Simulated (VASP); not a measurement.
Crystal: WC.

```xyz
2
Lattice="0.0000 2.2072 2.2072 2.2072 0.0000 2.2072 2.2072 2.2072 0.0000" Properties=species:S:1:pos:R:3 pbc="T T T"
W     0.0000    0.0000    0.0000
C     2.2072    2.2072    2.2072
```

This cell differs from its parent crystal: volume scaled by 1.02.

Base run:

```yaml
Program: VASP 6.6.1
Functional: PBEsol
Potentials_or_basis: VASP PAW PBE potentials, release 64 (W_sv, C)
Cutoff: 520 eV
k_mesh: 10 × 10 × 10
Occupations: fermi-dirac, width 0.05 eV
Spin: no spin polarisation
```

Its results: band gap on the k mesh zero (band 9 reaches 12.96 eV, above the bottom of band 10 at 9.87 eV); pressure -15.9 GPa.

**Question.** The run is repeated on the same cell with these changes: functional from PBEsol to PBE. What comes out?

**Answer.** Band gap on the k mesh zero (band 9 reaches 13.11 eV, above the bottom of band 10 at 10.03 eV); pressure -7.5 GPa.

PBE binds less tightly than PBEsol, so the same cell stands under more pressure.

Caveats: spin-orbit coupling is left out, which moves the levels of the heavy elements; the PAW data sets were made with another functional, which shifts forces and pressure a little (some runs).
